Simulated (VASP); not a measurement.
Input of a VASP 6.6.1 run:

The input INCAR:

```
PREC = Accurate ; ENCUT = 500
EDIFF = 1E-7 ; ISMEAR = 0
SIGMA = 0.1 ; LREAL = False
LASPH = True ; NELM = 200
ALGO = Normal ; ISIF = 3
LWAVE = False ; LCHARG = False
GGA = PE ; IBRION = 2
NSW = 100 ; EDIFFG = -0.01
GGA_COMPAT = False ; NELMIN = 4
LMAXMIX = 6
```

File KPOINTS:

```
Automatic mesh
0
Gamma
  12 12 6
```

File POSCAR:

```
Nd3H
1.0
    3.6506368165      0.0000000000      0.0000000000
   -1.8253184082      3.1615442231      0.0000000000
    0.0000000000      0.0000000000      9.1756336434
Nd H
3 1
Direct
    0.6666666667      0.3333333333      0.5000000000
    0.3333333333      0.6666666667      0.1763382592
    0.3333333333      0.6666666667      0.8236617408
    0.6666666667      0.3333333333      0.0000000000
```

Potentials or basis: VASP PAW PBE potentials, release 64 (Nd_3, H), 4f in core.

Launch:

```sh
$ cat potpaw_PBE.64/Nd_3/POTCAR potpaw_PBE.64/H/POTCAR > POTCAR
$ mpirun -np 1 vasp_std > vasp.out
```

**Question.** Estimate the band gap on the k mesh.

**Answer.** Zero (bands 17 and 18 overlap by 0.71 eV).

**Question.** What does it give for the relaxed volume?

**Answer.** 26.52 Å³/atom.

**Question.** Predict the relaxed cell.

**Answer.** a = 3.635 Å, b = 3.635 Å, c = 9.269 Å, α = 90.00°, β = 90.00°, γ = 120.00°.

Final structure:
```
Nd H
1.0
     3.63541    0.00000    0.00000
    -1.81770    3.14836    0.00000
     0.00000    0.00000    9.26869
Nd H
3 1
Direct
  0.66667 0.33333 0.50000
  0.33333 0.66667 0.17685
  0.33333 0.66667 0.82315
  0.66667 0.33333 0.00000
```

Caveat: spin-orbit coupling is left out, which moves the levels of the heavy elements; the 4f electrons are frozen in the core, so they carry no moment and show no levels. Spin polarisation is off, so any magnetic state and its effect on volume and gap are missing.
